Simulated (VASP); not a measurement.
**CuAu: single point with LDA**

The system is CuAu.

```
Cu Au
1.0
     2.81075    0.00000    0.00000
     0.00000    2.81075    0.00000
     0.00000    0.00000    3.68500
Cu Au
1 1
Direct
  0.50000 0.50000 0.50000
  0.00000 0.00000 0.00000
```

* Program: VASP 6.6.1
* Task: single point
* Functional: LDA
* Potentials or basis: VASP PAW LDA potentials, release 64 (Cu, Au)
* Cutoff: 520 eV
* k mesh: 4 × 4 × 3
* Occupations: fermi-dirac, width 0.1 eV
* Spin: no spin polarisation

```
Pressure               : -7.6 GPa
Band gap on the k mesh : zero (band 11 reaches 12.28 eV, above the bottom of band 12 at 6.59 eV)
```

Stress tensor (GPa, compression positive):
```
 -5.70   0.00   0.00
  0.00  -5.70   0.00
  0.00   0.00 -11.36
```

Levels at points of the mesh, in eV from the Fermi level:
```tsv
k point	band 8	band 9	band 10	band 11	band 12	band 13	band 14	band 15
(0.00, 0.00, 0.00)	-2.18	-1.71	-1.52	-1.52	2.07	8.01	9.96	9.96
(0.50, 0.00, 0.00)	-3.00	-2.42	-2.26	-0.88	-0.15	9.39	9.48	11.32
(0.50, 0.50, 0.00)	-1.64	-1.42	-1.42	0.66	0.66	5.14	6.80	9.99
```

Run time: 7.9 s on 1 thread of AMD EPYC 7R43 64-Core Processor (Zen 3), with other jobs on the host, peak memory 0.09 GiB.

Caveat: the k points lie up to 0.57 Å⁻¹ apart; spin-orbit coupling is left out, which moves the levels of the heavy elements.
